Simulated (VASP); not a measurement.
# Bi (R-3m) in VASP: further runs, part 2 of 2

VASP 6.6.1. The steps go on from the part before.

### Step 3. Single point, r2SCAN

Input file POSCAR:

```
Bi
1.0
    2.2672586491      1.3090023913      4.1166667488
   -2.2672586491      1.3090023913      4.1166667488
    0.0000000000     -2.6180047827      4.1166667487
Bi
2
Direct
    0.2317091399      0.2317091399      0.2317091399
    0.7682908601      0.7682908601      0.7682908601
```

Input file INCAR.step1:

```
SYSTEM = Bi
ALGO = Normal
EDIFF = 1E-4
ENCUT = 520
GGA = PE
ISMEAR = 1
LASPH = .True.
LCHARG = .False.
LREAL = .False.
LWAVE = .True.
NBANDS = 22
NELM = 80
PREC = Accurate
SIGMA = 0.6
```

Input file INCAR.step2:

```
SYSTEM = Bi
ALGO = Normal
EDIFF = 1E-6
ENCUT = 520
ISIF = 2
ISMEAR = 1
ISTART = 1
LASPH = .True.
LCHARG = .False.
LMIXTAU = .True.
LREAL = .False.
LWAVE = .False.
METAGGA = R2SCAN
NBANDS = 22
NELM = 80
PREC = Accurate
SIGMA = 0.6
```

Input file KPOINTS:

```
k-points
0
Gamma
  9 9 9
  0 0 0
```

Potentials or basis: VASP PAW PBE potentials, release 64 (Bi_d).

The run is started by

```console
$ cat potpaw_PBE.64/Bi_d/POTCAR > POTCAR
$ cp INCAR.step1 INCAR
$ mpirun -np 1 vasp_std > vasp.out
$ cp INCAR.step2 INCAR
$ mpirun -np 1 vasp_std > vasp.out
```

OUTCAR:

```text
SYSTEM = Bi
   EDIFF = 1E-6
   ENCUT = 520
   ISIF = 2
   ISMEAR = 1
   ISTART = 1
   LASPH = .True.
   LREAL = .False.
   METAGGA = R2SCAN
   NELM = 80
   PREC = Accurate

 ion  position               nearest neighbor table
   1  0.232  0.232  0.232-   2 3.07   2 3.07   2 3.07   2 3.63   2 3.63   2 3.63
   2  0.768  0.768  0.768-   1 3.07   1 3.07   1 3.07   1 3.63   1 3.63   1 3.63

  LATTYP: Found a trigonal (rhomboedric) cell.
 ALAT       =     4.8786160090
 COS(alpha) =     0.5680446502

  Lattice vectors:

 A1 = (   2.2672586491,   1.3090023913,   4.1166667488)
 A2 = (  -2.2672586491,   1.3090023913,   4.1166667488)
 A3 = (   0.0000000000,  -2.6180047827,   4.1166667487)

Analysis of symmetry for initial positions (statically):
=====================================================================
 Subroutine PRICEL returns:
 Original cell was already a primitive cell.

 Routine SETGRP: Setting up the symmetry group for a
 trigonal (rhombohedral) supercell.

 Subroutine GETGRP returns: Found 12 space group operations
 (whereof 12 operations were pure point group operations)
 out of a pool of 12 trial point group operations.

The static configuration has the point symmetry D_3d.

Analysis of symmetry for dynamics (positions and initial velocities):
=====================================================================
 Subroutine PRICEL returns:
 Original cell was already a primitive cell.

 Routine SETGRP: Setting up the symmetry group for a
 trigonal (rhombohedral) supercell.

 Subroutine GETGRP returns: Found 12 space group operations
 (whereof 12 operations were pure point group operations)
 out of a pool of 12 trial point group operations.

The dynamic configuration has the point symmetry D_3d.

[... 108 lines left out ...]
   PSTRESS=    0.0 pullay stress
   NELECT =      30.0000    total number of electrons
   NUPDOWN=      -1.0000    fix difference up-down
   EMIN   =  10.00;   EMAX   =-10.00  energy-range for DOS
   EFERMI =   0.00;   METHOD = LEGACY
   ISMEAR =     1;   SIGMA  =   0.60  broadening in eV -4-tet -1-fermi 0-gaus
   EFERMI_NEDOS =   21; number of points for ismear=-14 and -15
   IALGO  =     38    algorithm
   IMIX   =      4    mixing-type and parameters
     AMIX     =   0.40;   BMIX     =  1.00
     AMIX_MAG =   1.60;   BMIX_MAG =  1.00
  volume/ion in A,a.u.               =      36.65       247.35
  Fermi-wavevector in a.u.,A,eV,Ry     =   1.215446  2.296860 20.100017  1.477310
  Thomas-Fermi vector in A             =   2.350833
   LORBIT       =      0    0 simple, 1 ext, 2 COOP (PROOUT), +10 PAW based schemes
   METAGGA = R2SCAN    functional components
   LHFCALC =     F    Hartree Fock is set to
   AEXX    =    0.0000 exact exchange contribution
   IVDW    =     0    specifies the selected vdW correction
   LEPSILON=     F    determine dielectric tensor
   LRPA    =     F    only Hartree local field effects (RPA)
 non-spin polarized calculation
 Methfessel and Paxton  Order N= 1 SIGMA  =   0.60
  energy-cutoff  :      520.00
  volume of cell :       73.31
 maximum number of plane-waves:      2004
   NGX = 19   NGY = 19   NGZ = 19

 number of electron      30.0000004 magnetization

 Free energy of the ion-electron system (eV)
  ---------------------------------------------------
  ext. energy  EPLUGINS =         0.00000000
  ---------------------------------------------------
  free energy    TOTEN  =      -116.99435840 eV

  energy without entropy =     -117.04671263  energy(sigma->0) =     -117.01180981

 E-fermi :   5.9813     XC(G=0):  -9.9740

 val. band max:        5.8511677123   @ k =   0.4444   0.0000   0.0000
 cond. band min:       6.0282215717   @ k =   0.4444   0.1111   0.1111
 fundamental gap:      0.1770538594
 Fermi energy:         5.9813428080

 k-point     1 :       0.0000    0.0000    0.0000
  band No.  band energies     occupation
      1     -17.7837      2.00000
      2     -17.7837      2.00000
      3     -17.6290      2.00000
      4     -17.6290      2.00000
      5     -17.6066      2.00000
      6     -17.4359      2.00000
[... 589 lines left out ...]
     21      15.7891     -0.00000
     22      16.4130     -0.00000

 [... further k-points ...]

------------------------ aborting loop because EDIFF is reached ----------------------------------------

  FORCE on cell =-STRESS in cart. coord.  units (eV):
  Direction    XX          YY          ZZ          XY          YZ          ZX
  --------------------------------------------------------------------------------------
  -------------------------------------------------------------------------------------
  Total       -0.0441877     -0.0441877     -0.0247985      0.0000000     -0.0000000      0.0000000
  in kB       -0.9657695     -0.9657695     -0.5419987      0.0000000     -0.0000000      0.0000000
  external PRESSURE =      -0.8245126 kB  Pullay stress =       0.0000000 kB

 VOLUME and BASIS-vectors are now :
 -----------------------------------------------------------------------------
  energy-cutoff  :      520.00
  volume of cell :       73.31
      direct lattice vectors                 reciprocal lattice vectors
     2.267258649  1.309002391  4.116666749     0.220530640  0.127323424  0.080971658
    -2.267258649  1.309002391  4.116666749    -0.220530640  0.127323424  0.080971658
     0.000000000 -2.618004783  4.116666749     0.000000000 -0.254646848  0.080971658

 POSITION                                       TOTAL-FORCE (eV/Angst)
 -----------------------------------------------------------------------------------
      0.00000     -0.00000      2.86161         0.000000      0.000000     -0.028162
      0.00000     -0.00000      9.48839         0.000000     -0.000000      0.028162
 -----------------------------------------------------------------------------------
    total drift:                               -0.000000      0.000000     -0.000000

  FREE ENERGIE OF THE ION-ELECTRON SYSTEM (eV)
  ---------------------------------------------------
  free  energy   TOTEN  =      -116.9943583977 eV

  energy  without entropy=     -117.0467126259  energy(sigma->0) =     -117.01180981
```

Wall time 3 min (1 thread of Intel Xeon 6975P-C (Granite Rapids), shared host); peak memory 0.28 GiB.

Results:

| Item | Value |
| --- | --- |
| Free energy | -116.9944 eV |
| Pressure | -0.1 GPa |
| Largest force | 0.028 eV/Å |

Forces in eV/Å, atoms in the order of the input:
```
Bi   0.000  0.000 -0.028
Bi   0.000  0.000  0.028
```

Caveat: so wide a smearing shifts energies and pressures; the PAW data sets were made with another functional, which shifts forces and pressure a little; spin-orbit coupling is left out, which moves the levels of the heavy elements.

### Step 4. Single point, r2SCAN

POSCAR is that of step 3.

Input file INCAR.step1:

```
SYSTEM = Bi
ALGO = Normal
EDIFF = 1E-4
ENCUT = 520
GGA = PE
ISMEAR = -1
LASPH = .TRUE.
LCHARG = .FALSE.
LREAL = .FALSE.
LWAVE = .TRUE.
NBANDS = 22
NELM = 60
PREC = Accurate
SIGMA = 0.1
```

Input file INCAR.step2:

```
SYSTEM = Bi
ALGO = Normal
EDIFF = 1E-6
ENCUT = 520
ISIF = 2
ISMEAR = -1
ISTART = 1
LASPH = .TRUE.
LCHARG = .TRUE.
LELF = .TRUE.
LMIXTAU = .TRUE.
LREAL = .FALSE.
LVHAR = .TRUE.
LWAVE = .FALSE.
METAGGA = R2SCAN
NBANDS = 22
NELM = 60
PREC = Accurate
SIGMA = 0.1
```

Input file KPOINTS:

```
k-points
0
G
  12 12 12
  0 0 0
```

The run is started by

```console
$ cat potpaw_PBE.64/Bi_d/POTCAR > POTCAR
$ cp INCAR.step1 INCAR
$ mpirun -np 1 vasp_std > vasp.out
$ cp INCAR.step2 INCAR
$ mpirun -np 1 vasp_std > vasp.out
```

Run time: 24 min. Hardware: 1 thread of Intel Xeon 8259CL, shared host; peak memory 0.38 GiB.

The run converged. Its results:

| Property | Result |
| --- | --- |
| Free energy | -117.0067 eV |
| Pressure | 0.0 GPa |
| Largest force | 0.010 eV/Å |
| Band gap on the k mesh | zero (bands 15 and 16 overlap by 0.10 eV) |

Forces in eV/Å, atoms in the order of the input:
```
Bi   0.000  0.000  0.010
Bi   0.000  0.000 -0.010
```

Levels at points of the mesh, in eV from the Fermi level:
```
           k point  band 11  band 12  band 13  band 14  band 15  band 16  band 17  band 18  band 19  band 20
(0.00, 0.00, 0.00)   -13.61    -7.90    -1.83    -1.32    -1.32     2.24     2.82     2.82     6.04     6.29
(0.50, 0.00, 0.00)   -11.69   -10.88    -1.86    -1.55    -0.46    -0.18     0.56     1.23     7.51     8.35
(0.50, 0.50, 0.00)   -11.77    -9.95    -4.76    -3.21    -2.98     2.43     4.78     5.61     6.53     9.49
(0.50, 0.50, 0.50)   -12.58   -10.17    -0.87    -0.78    -0.78     0.87     0.87     0.90     7.02     9.38
```

Caveat: the PAW data sets were made with another functional, which shifts forces and pressure a little; spin-orbit coupling is left out, which moves the levels of the heavy elements.

### Step 5. Single point, r2SCAN

POSCAR is that of step 4.

Input file INCAR.step1:

```
SYSTEM = Bi
PREC = Accurate
ENCUT = 520
ISMEAR = 0
SIGMA = 0.03
LREAL = .False.
LASPH = .True.
NELM = 80
NBANDS = 22
GGA = PE
ALGO = Normal
EDIFF = 1E-4
LWAVE = .True.
LCHARG = .False.
```

Input file INCAR.step2:

```
SYSTEM = Bi
PREC = Accurate
ENCUT = 520
EDIFF = 1E-6
ISMEAR = 0
SIGMA = 0.03
LREAL = .False.
LASPH = .True.
NELM = 80
ALGO = Normal
ISIF = 2
LWAVE = .False.
LCHARG = .False.
METAGGA = R2SCAN
LMIXTAU = .True.
NBANDS = 22
ISTART = 1
```

Input file KPOINTS:

```
regular mesh
0
Gamma
  9 9 9
  0 0 0
```

Potentials or basis: VASP PAW PBE potentials, release 64 (Bi_d).

The run is started by

```console
$ cat potpaw_PBE.64/Bi_d/POTCAR > POTCAR
$ cp INCAR.step1 INCAR
$ mpirun -np 1 vasp_std > vasp.out
$ cp INCAR.step2 INCAR
$ mpirun -np 1 vasp_std > vasp.out
```

OUTCAR:

```text
SYSTEM = Bi
   PREC = Accurate
   ENCUT = 520
   EDIFF = 1E-6
   ISMEAR = 0
   LREAL = .False.
   LASPH = .True.
   NELM = 80
   ISIF = 2
   METAGGA = R2SCAN
   ISTART = 1

 ion  position               nearest neighbor table
   1  0.232  0.232  0.232-   2 3.07   2 3.07   2 3.07   2 3.63   2 3.63   2 3.63
   2  0.768  0.768  0.768-   1 3.07   1 3.07   1 3.07   1 3.63   1 3.63   1 3.63

  LATTYP: Found a trigonal (rhomboedric) cell.
 ALAT       =     4.8786160090
 COS(alpha) =     0.5680446502

  Lattice vectors:

 A1 = (   2.2672586491,   1.3090023913,   4.1166667488)
 A2 = (  -2.2672586491,   1.3090023913,   4.1166667488)
 A3 = (   0.0000000000,  -2.6180047827,   4.1166667487)

Analysis of symmetry for initial positions (statically):
=====================================================================
 Subroutine PRICEL returns:
 Original cell was already a primitive cell.

 Routine SETGRP: Setting up the symmetry group for a
 trigonal (rhombohedral) supercell.

 Subroutine GETGRP returns: Found 12 space group operations
 (whereof 12 operations were pure point group operations)
 out of a pool of 12 trial point group operations.

The static configuration has the point symmetry D_3d.

Analysis of symmetry for dynamics (positions and initial velocities):
=====================================================================
 Subroutine PRICEL returns:
 Original cell was already a primitive cell.

 Routine SETGRP: Setting up the symmetry group for a
 trigonal (rhombohedral) supercell.

 Subroutine GETGRP returns: Found 12 space group operations
 (whereof 12 operations were pure point group operations)
 out of a pool of 12 trial point group operations.

The dynamic configuration has the point symmetry D_3d.

 Subroutine INISYM returns: Found 12 space group operations
 (whereof 12 operations are pure point group operations),
 and found     1 'primitive' translations

[... 108 lines left out ...]
   EFERMI =   0.00;   METHOD = LEGACY
   ISMEAR =     0;   SIGMA  =   0.03  broadening in eV -4-tet -1-fermi 0-gaus
   EFERMI_NEDOS =   21; number of points for ismear=-14 and -15
   IALGO  =     38    algorithm
   IMIX   =      4    mixing-type and parameters
     AMIX     =   0.40;   BMIX     =  1.00
     AMIX_MAG =   1.60;   BMIX_MAG =  1.00
  volume/ion in A,a.u.               =      36.65       247.35
  Fermi-wavevector in a.u.,A,eV,Ry     =   1.215446  2.296860 20.100017  1.477310
  Thomas-Fermi vector in A             =   2.350833
   LORBIT       =      0    0 simple, 1 ext, 2 COOP (PROOUT), +10 PAW based schemes
   METAGGA = R2SCAN    functional components
   LHFCALC =     F    Hartree Fock is set to
   AEXX    =    0.0000 exact exchange contribution
   IVDW    =     0    specifies the selected vdW correction
   LEPSILON=     F    determine dielectric tensor
   LRPA    =     F    only Hartree local field effects (RPA)
 non-spin polarized calculation
 Gauss-broadening in eV      SIGMA  =   0.03
  energy-cutoff  :      520.00
  volume of cell :       73.31
 maximum number of plane-waves:      2004
   NGX = 19   NGY = 19   NGZ = 19

 number of electron      30.0000004 magnetization

 Free energy of the ion-electron system (eV)
  ---------------------------------------------------
  ext. energy  EPLUGINS =         0.00000000
  ---------------------------------------------------
  free energy    TOTEN  =      -117.00930645 eV

  energy without entropy =     -117.00915424  energy(sigma->0) =     -117.00923034

 E-fermi :   5.8269     XC(G=0):  -9.9746

 val. band max:        5.8035712089   @ k =   0.4444   0.3333   0.3333
 cond. band min:       5.8502229890   @ k =   0.4444   0.0000   0.0000
 fundamental gap:      0.0466517801
 Fermi energy:         5.8268970992

 k-point     1 :       0.0000    0.0000    0.0000
  band No.  band energies     occupation
      1     -17.7849      2.00000
      2     -17.7849      2.00000
      3     -17.6299      2.00000
      4     -17.6299      2.00000
      5     -17.6085      2.00000
      6     -17.4379      2.00000
[... 589 lines left out ...]
     21      15.7868      0.00000
     22      16.4125      0.00000

 [... further k-points ...]

------------------------ aborting loop because EDIFF is reached ----------------------------------------

  FORCE on cell =-STRESS in cart. coord.  units (eV):
  Direction    XX          YY          ZZ          XY          YZ          ZX
  --------------------------------------------------------------------------------------
  -------------------------------------------------------------------------------------
  Total       -0.0057707     -0.0057707     -0.0392418      0.0000000      0.0000000      0.0000000
  in kB       -0.1261250     -0.1261250     -0.8576711      0.0000000      0.0000000      0.0000000
  external PRESSURE =      -0.3699737 kB  Pullay stress =       0.0000000 kB

 VOLUME and BASIS-vectors are now :
 -----------------------------------------------------------------------------
  energy-cutoff  :      520.00
  volume of cell :       73.31
      direct lattice vectors                 reciprocal lattice vectors
     2.267258649  1.309002391  4.116666749     0.220530640  0.127323424  0.080971658
    -2.267258649  1.309002391  4.116666749    -0.220530640  0.127323424  0.080971658
     0.000000000 -2.618004783  4.116666749     0.000000000 -0.254646848  0.080971658

 POSITION                                       TOTAL-FORCE (eV/Angst)
 -----------------------------------------------------------------------------------
      0.00000     -0.00000      2.86161         0.000000     -0.000000      0.005062
      0.00000     -0.00000      9.48839         0.000000      0.000000     -0.005062
 -----------------------------------------------------------------------------------
    total drift:                               -0.000000      0.000000     -0.000000

  FREE ENERGIE OF THE ION-ELECTRON SYSTEM (eV)
  ---------------------------------------------------
  free  energy   TOTEN  =      -117.0093064479 eV

  energy  without entropy=     -117.0091542368  energy(sigma->0) =     -117.00923034
```

OUTCAR.step1:

```text
SYSTEM = Bi
   PREC = Accurate
   ENCUT = 520
   ISMEAR = 0
   LREAL = .False.
   LASPH = .True.
[... 822 lines left out ...]
      0.00000     -0.00000      2.86161         0.000000     -0.000000      0.197771
      0.00000     -0.00000      9.48839         0.000000      0.000000     -0.197771
 -----------------------------------------------------------------------------------
    total drift:                               -0.000000      0.000000     -0.000000

  FREE ENERGIE OF THE ION-ELECTRON SYSTEM (eV)
  ---------------------------------------------------
  free  energy   TOTEN  =        -7.7730003568 eV

  energy  without entropy=       -7.7726146742  energy(sigma->0) =       -7.77280752
```

OSZICAR.step1:

```text
N       E                     dE             d eps       ncg     rms          rms(c)
DAV:   1     0.306507273644E+03    0.30651E+03   -0.16209E+04  3740   0.162E+03
DAV:   2     0.179813565498E+02   -0.28853E+03   -0.28179E+03  3818   0.431E+02
DAV:   3    -0.689421488166E+01   -0.24876E+02   -0.24620E+02  4544   0.142E+02
DAV:   4    -0.774129964951E+01   -0.84708E+00   -0.84675E+00  4604   0.291E+01
DAV:   5    -0.777574471722E+01   -0.34445E-01   -0.34444E-01  5424   0.526E+00    0.109E+00
DAV:   6    -0.777297055332E+01    0.27742E-02   -0.16114E-02  4956   0.132E+00    0.663E-01
DAV:   7    -0.777273338457E+01    0.23717E-03   -0.12606E-02  4566   0.121E+00    0.108E-01
DAV:   8    -0.777297323683E+01   -0.23985E-03   -0.16634E-03  4358   0.431E-01    0.256E-02
DAV:   9    -0.777300035680E+01   -0.27120E-04   -0.54261E-05  2926   0.638E-02
   1 F= -.77730004E+01 E0= -.77728075E+01  d E =-.385683E-03
```

It took 27 min on 1 thread of AMD EPYC, shared host; peak memory 0.25 GiB.

What came out:

* Free energy: -117.0093 eV
* Pressure: 0.0 GPa
* Largest force: 0.005 eV/Å

Forces on the atoms (eV/Å):
```
Bi   0.000  0.000  0.005
Bi   0.000  0.000 -0.005
```

Caveat: the PAW data sets were made with another functional, which shifts forces and pressure a little; spin-orbit coupling is left out, which moves the levels of the heavy elements.

### Step 6. Single point, r2SCAN

POSCAR is that of step 5.

Input file INCAR.step1:

```
PREC = Accurate
ENCUT = 520
ISMEAR = 0
SIGMA = 0.1
LREAL = False
LASPH = True
NELM = 60
NBANDS = 22
GGA = PE
ALGO = Normal
EDIFF = 1E-4
LWAVE = True
LCHARG = False
```

Input file INCAR.step2:

```
PREC = Accurate
ENCUT = 520
EDIFF = 1E-6
ISMEAR = 0
SIGMA = 0.1
LREAL = False
LASPH = True
NELM = 60
ALGO = Normal
ISIF = 2
LWAVE = False
LCHARG = False
METAGGA = R2SCAN
LMIXTAU = True
NBANDS = 22
ISTART = 1
```

Input file KPOINTS:

```
regular mesh
0
Gamma
  9 9 9
```

Potentials or basis: VASP PAW PBE potentials, release 64 (Bi_d).

The run is started by

```console
$ cat potpaw_PBE.64/Bi_d/POTCAR > POTCAR
$ cp INCAR.step1 INCAR
$ mpirun -np 1 vasp_std > vasp.out
$ cp INCAR.step2 INCAR
$ mpirun -np 1 vasp_std > vasp.out
```

Run time: 27 min. Hardware: 1 thread of AMD EPYC, shared host; peak memory 0.25 GiB.

The run converged. Its results:

```yaml
Free_energy: -117.0099 eV
Pressure: 0.0 GPa
Largest_force: 0.007 eV/Å
```

Forces in eV/Å, atoms in the order of the input:
```
Bi   0.000  0.000  0.007
Bi   0.000  0.000 -0.007
```

Levels at points of the mesh, in eV from the Fermi level:
| k point | band 11 | band 12 | band 13 | band 14 | band 15 | band 16 | band 17 | band 18 | band 19 | band 20 |
| --- | --- | --- | --- | --- | --- | --- | --- | --- | --- | --- |
| (0.00, 0.00, 0.00) | -13.51 | -7.81 | -1.74 | -1.22 | -1.22 | 2.34 | 2.92 | 2.92 | 6.13 | 6.39 |

Caveat: the PAW data sets were made with another functional, which shifts forces and pressure a little; spin-orbit coupling is left out, which moves the levels of the heavy elements.

### Step 7. The runs side by side

```csv
k mesh,smearing,pressure (GPa),largest force (eV/Å)
9 × 9 × 9,methfessel-paxton 0.2 eV,0.0,0.01
9 × 9 × 9,methfessel-paxton 0.6 eV,-0.1,0.03
12 × 12 × 12,fermi-dirac 0.1 eV,0.0,0.01
9 × 9 × 9,gaussian 0.03 eV,0.0,0.01
9 × 9 × 9,gaussian 0.1 eV,0.0,0.01
```

Alike in all rows: task single point; level r2SCAN; potentials or basis VASP PAW PBE potentials, release 64 (Bi_d); no spin polarisation; cell as given; cutoff (eV) 520.

Caveats: the PAW data sets were made with another functional, which shifts forces and pressure a little; spin-orbit coupling is left out, which moves the levels of the heavy elements; so wide a smearing shifts energies and pressures (at least some runs).

Total energies depend on the potentials used, so only differences within one code and one set of settings carry meaning.

The gap in the log of VASP goes by the Fermi energy; the results here count the filled bands.